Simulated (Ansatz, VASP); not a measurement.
# Two plane-wave programs on Co3Si2

```xyz
5
Lattice="3.7703 0.0000 0.0000 -1.8852 3.2652 0.0000 0.0000 0.0000 4.7137" Properties=species:S:1:pos:R:3 pbc="T T T"
Co    0.0000    0.0000    0.0000
Co    0.0000    2.1768    3.1621
Co    1.8852    1.0884    1.5516
Si    0.0000    2.1768    0.8868
Si    1.8852    1.0884    3.8269
```

Alike in both runs: functional PBE; k mesh 12 × 12 × 8; occupations gaussian, width 0.1 eV; no spin polarisation.

Ansatz relaxed the structure, and its values are those at the end. VASP's run is a single point on that final structure, the one shown.

|  | VASP | Ansatz |
| --- | --- | --- |
| version | VASP 6.6.1 | Ansatz 0.2.0 |
| potentials or method | VASP PAW PBE potentials, release 64 (Co, Si), cutoff 520 eV | scalar-relativistic, plane waves, PAW |
| valence electrons in the cell | 35 | 59 |

|  | VASP | Ansatz | Ansatz less VASP |
| --- | --- | --- | --- |
| gap on the k mesh at the Fermi level (eV) | none | none | - |
| pressure (GPa) | 0.0 | 0.0 | +0.03 |

A gap of «none» marks a metal or a gap that the smearing closes. With one functional, cell and mesh, what is left measures potentials, basis and numerics. VASP's potentials hold 35 valence electrons a cell and Ansatz's 59, so a difference there can come from the potentials and not from the codes.
